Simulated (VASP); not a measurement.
A run of VASP 6.6.1 is set up as follows.

Contents of INCAR:

```
SYSTEM = Na
  PREC = Accurate
  ENCUT = 520
  EDIFF = 1E-6
  ISMEAR = -1
  SIGMA = 0.05
  LREAL = .FALSE.
  LASPH = .TRUE.
  NELM = 100
  ALGO = Normal
  ISIF = 2
  LWAVE = .FALSE.
  LCHARG = .FALSE.
  NBANDS = 14
```

Contents of KPOINTS:

```
Automatic mesh
0
G
  12 12 7
  0 0 0
```

Contents of POSCAR:

```
Na
1.0
    2.9145357345      0.0000000000      0.0000000000
   -1.4572678672      2.5240619863      0.0000000000
    0.0000000000      0.0000000000      4.7215478899
Na
2
Direct
    0.3333333333      0.6666666667      0.2500000000
    0.6666666667      0.3333333333      0.7500000000
```

Potentials or basis: VASP PAW LDA potentials, release 64 (Na_pv).

Command:

```bash
$ cat potpaw_LDA.64/Na_pv/POTCAR > POTCAR
$ mpirun -np 1 vasp_std > vasp.out
```

(1) Predict the pressure.

(2) Estimate the band gap on the k mesh.

Answers

(1) 20.5 GPa.

(2) zero (bands 7 and 8 overlap by 5.57 eV).

Caveat: the cell stands under pressure.
